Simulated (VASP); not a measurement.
Input of a VASP 6.6.1 run:

INCAR

```
ALGO     = Normal         # electronic algorithm
EDIFF    = 1E-7           # SCF threshold, eV
ENCUT    = 520            # plane-wave cutoff, eV
GGA      = PE             # functional
ISIF     = 2              # what is computed and relaxed
ISMEAR   = -1             # smearing method
LASPH    = T              # aspherical terms in the spheres
LCHARG   = F              # write CHGCAR
LREAL    = Auto         
LWAVE    = F              # write WAVECAR
NBANDS   = 68             # bands
NELM     = 100            # most SCF steps
PREC     = Accurate       # precision mode
SIGMA    = 0.15           # smearing width, eV
```

File KPOINTS:

```
k-points
0
Gamma
  2 2 2
```

Contents of POSCAR:

```
Al30Si
1.0
    8.1000000000      0.0000000000      0.0000000000
    0.0000000000      8.1000000000      0.0000000000
    0.0000000000      0.0000000000      8.1000000000
Si Al
1 30
Direct
    0.3944218519     -0.0000076543     -0.0774660494
    0.7485128395      0.2478858025      0.0018023457
    0.7496241975      0.0000235802      0.2467013580
    0.0088224691      0.0000508642     -0.0078623457
    0.2439991358      0.2672924691      0.0026418519
    0.5015558025      0.5000919753     -0.0004760494
    0.7484808642      0.7521337037      0.0017928395
    0.2599595062      0.0000230864      0.2399611111
    0.5034092593      0.2514197531      0.2465616049
    0.7516690123      0.5000455556      0.2508616049
    0.4976700000      0.0001251852      0.4992706173
    0.7495048148      0.2526698765      0.5007191358
    0.7457567901      0.0001391358      0.7567844444
   -0.0085096296      0.4999212346      0.0015748148
    0.2438161728      0.7325217284      0.0029012346
    0.0009576543      0.2496662963      0.2490267901
    0.2496598765      0.4999048148      0.2556629630
    0.5034513580      0.7486818519      0.2464107407
    0.0021244444      0.0000270370      0.5008616049
    0.2492783951      0.2484879012      0.4991122222
    0.5022908642      0.5000639506      0.4972998765
    0.7494928395      0.7474692593      0.5007649383
    0.4994127160      0.2537624691      0.7487516049
    0.7507692593      0.5000740741      0.7486783951
    0.0008076543      0.7502802469      0.2492224691
   -0.0003269136      0.5000729630      0.4978704938
    0.2493045679      0.7515349383      0.4991477778
    0.0002762963      0.2523182716      0.7475222222
    0.2506523457      0.5000939506      0.7480839506
    0.4991972840      0.7464538272      0.7489393827
    0.0004408642      0.7478071605      0.7474925926
```

Potentials or basis: VASP PAW PBE potentials, release 64 (Si, Al).

Launch:

```sh
$ cat potpaw_PBE.64/Si/POTCAR potpaw_PBE.64/Al/POTCAR > POTCAR
$ mpirun -np 1 vasp_std > vasp.out
```

(1) Estimate the pressure.

(2) Predict the largest force.

(3) Estimate the band gap on the k mesh.

Results:

(1) -0.8 GPa.

(2) 0.371 eV/Å.

(3) zero (bands 47 and 48 overlap by 0.85 eV).

Caveat: the k points lie up to 0.39 Å⁻¹ apart, too coarse for converged energies and pressures of a metal.
